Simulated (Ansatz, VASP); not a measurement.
## HfSi3O2: VASP beside Ansatz

```xyz
6
Lattice="5.3165 -2.0117 0.0068 5.3165 2.0117 0.0068 -4.4897 0.0000 5.4475" Properties=species:S:1:pos:R:3 pbc="T T T"
Hf    1.6218    0.0000    3.3081
Si    3.1223    0.0000    0.9809
Si   -3.3352    0.0000    5.2050
Si    9.7304    0.0000    0.9923
O     7.4063    0.0000    3.4162
O    -0.1157    0.0000    2.4807
```

Change from the starting cell: species swapped into the Ca2Zn3Ga type (Cm, No. 8).

Alike in both runs: functional PBE; k mesh 8 × 8 × 6; occupations gaussian, width 0.1 eV; no spin polarisation.

Ansatz relaxed the structure, and its values are those at the end. VASP's run is a single point on that final structure, the one shown.

|  | VASP | Ansatz |
| --- | --- | --- |
| version | VASP 6.6.1 | Ansatz 0.2.0 |
| potentials or method | VASP PAW PBE potentials, release 64 (Hf_pv, Si, O), cutoff 520 eV | scalar-relativistic, plane waves, PAW |
| valence electrons in the cell | 34 | 50 |

|  | VASP | Ansatz | Ansatz less VASP |
| --- | --- | --- | --- |
| gap on the k mesh at the Fermi level (eV) | none | none | - |
| pressure (GPa) | -0.4 | 0.0 | +0.45 |
| rms of the force components (eV/Å) | 0.047 | 0.004 | -0.0430 |

A gap of «none» marks a metal or a gap that the smearing closes. VASP's potentials hold 34 valence electrons a cell and Ansatz's 50, so a difference there can come from the potentials and not from the codes.

Spin-orbit coupling is off throughout.
